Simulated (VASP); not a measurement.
Input of a VASP 6.6.1 run:

The input INCAR:

```
SYSTEM = B
ALGO = Normal
EDIFF = 1E-6
ENCUT = 520
GGA = PE
ISIF = 2
ISMEAR = 0
LASPH = .TRUE.
LCHARG = .FALSE.
LREAL = .FALSE.
LWAVE = .FALSE.
NBANDS = 12
NELM = 60
PREC = Accurate
SIGMA = 0.1
```

KPOINTS

```
k-points
0
G
  8 8 6
  0 0 0
```

File POSCAR:

```
B
1.0
    2.2911164700      0.0000000000      0.0000000000
    0.0000000000      2.2911164700      0.0000000000
    0.0000000000      0.0000000000      2.8189582400
B
3
Direct
    0.0000000000      0.5000000000      0.5000000000
    0.5000000000      0.0000000000      0.5000000000
    0.5000000000      0.5000000000      0.0000000000
```

Potentials or basis: VASP PAW PBE potentials, release 64 (B).

Run with:

```console
$ cat potpaw_PBE.64/B/POTCAR > POTCAR
$ mpirun -np 1 vasp_std > vasp.out
```

(1) Predict the pressure.

(2) Estimate the band gap on the k mesh.

Results:

(1) 123.7 GPa.

(2) zero (an odd number of electrons rules out a gap without spin polarisation).

Caveat: the k points lie up to 0.37 Å⁻¹ apart, too coarse for converged energies and pressures of a metal; an odd number of electrons without spin polarisation forces a metal; a magnetic or distorted state may lie lower.
